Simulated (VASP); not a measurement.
## C: single point with PBE

C:

```
C
1.0
     0.00000    2.12700    3.34800
     1.22800    0.00000    3.34800
     1.22800    2.12700    0.00000
C
2
Direct
  0.16667 0.83333 0.16667
  0.83333 0.16667 0.83333
```

* Program: VASP 6.6.1
* Task: single point
* Functional: PBE
* Potentials or basis: VASP PAW PBE potentials, release 64 (C)
* Cutoff: 600 eV
* k mesh: 7 × 7 × 7
* Occupations: fermi-dirac, width 0.1 eV
* Spin: no spin polarisation
* Dipole correction: no
* Further INCAR settings: ALGO = Normal; EDIFF = 1e-06; NBANDS = 11

```
Pressure      : 4.5 GPa
Largest force : 0.007 eV/Å
```

Forces in eV/Å, atoms in the order of the input:
```
C    0.000 -0.007  0.000
C    0.000  0.007  0.000
```

Stress tensor (GPa, compression positive):
```
5.15 0.00 0.00
0.00 4.57 0.00
0.00 0.00 3.88
```

Wall time 14 s on 1 thread of AMD EPYC 7R43 64-Core Processor (Zen 3), on a shared host, peak memory 0.1 GiB.

Caveat: the k points lie up to 0.44 Å⁻¹ apart; this functional lacks dispersion, which binds the layers, so the pressure and a relaxed spacing across them are unreliable.
